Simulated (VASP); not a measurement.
Set up this calculation in VASP 6.6.1, as the native input.

| Quantity | Value |
| --- | --- |
| Task | single point |
| Functional | PBEsol |
| Potentials or basis | VASP PAW PBE potentials, release 64 (Ni_sv_GW, O) |
| Cutoff | 600 eV |
| k mesh | 11 × 11 × 11 |
| Occupations | fermi-dirac, width 0.05 eV |
| Spin | collinear spin, ferromagnetic start |
| Starting moments | [1.0, 0.0] μB |
| Hubbard terms | Ni d U = 4.0 eV |
| Dipole correction | no |
| Second run | valence_matched |
| Further INCAR settings | ALGO = Normal; EDIFF = 1e-06; NBANDS = 23 |

The structure of NiO lies in POSCAR:

```
NiO
1.0
    0.0000000000      2.0859016414      2.0859016414
    2.0859016414      0.0000000000      2.0859016414
    2.0859016414      2.0859016414      0.0000000000
Ni O
1 1
Direct
    0.0000000000      0.0000000000      0.0000000000
    0.5000000000      0.5000000000      0.5000000000
```

These files were run (other wordings do the same):

INCAR

```
SYSTEM = NiO
ALGO     = Normal         ! electronic algorithm
EDIFF    = 1E-6           ! SCF threshold, eV
ENCUT    = 600            ! plane-wave cutoff, eV
GGA      = PS             ! functional
GGA_COMPAT= .False.      
ISIF     = 2              ! what is computed and relaxed
ISMEAR   = -1             ! smearing method
ISPIN    = 2              ! spin polarisation
LASPH    = .True.         ! aspherical terms in the spheres
LCHARG   = .False.        ! write CHGCAR
LDAU     = .True.         ! DFT+U
LDAUJ    = 0 0          
LDAUL    = 2 -1           ! shell
LDAUPRINT= 1            
LDAUTYPE = 2            
LDAUU    = 4 0            ! U, eV
LMAXMIX  = 4              ! l up to which the mixer works
LORBIT   = 11             ! projections on sites
LREAL    = .False.        ! projectors in reciprocal space
LWAVE    = .False.        ! write WAVECAR
MAGMOM   = 1 0            ! initial moments
NBANDS   = 23             ! bands
NELM     = 200            ! most SCF steps
PREC     = Accurate       ! precision mode
SIGMA    = 0.05           ! smearing width, eV
```

KPOINTS

```
k-points
0
Gamma
  11 11 11
  0 0 0
```

Potentials or basis: VASP PAW PBE potentials, release 64 (Ni_sv_GW, O).

Run with:

```bash
$ cat potpaw_PBE.64/Ni_sv_GW/POTCAR potpaw_PBE.64/O/POTCAR > POTCAR
$ mpirun -np 1 vasp_std > vasp.out
```

Results of the run:

```
Pressure                                              : -1.8 GPa
Band gap on the k mesh                                : 1.29 eV, indirect (least direct gap 2.11 eV)
Net moment                                            : 2.00 μB per cell
Site moments                                          : Ni +1.73; O +0.23 μB
Valence electrons inside the program's atomic spheres : Ni 16.14; O 5.00
```

Caveat: the PAW data sets were made with another functional, which shifts forces and pressure a little; a cell with one magnetic atom can't hold antiferromagnetic order, which such compounds often take.

Run time: 57 s on 1 thread of Intel(R) Xeon(R) Platinum 8259CL CPU @ 2.50GHz (Skylake/Cascade Lake) (shared host), peak memory 0.19 GiB.
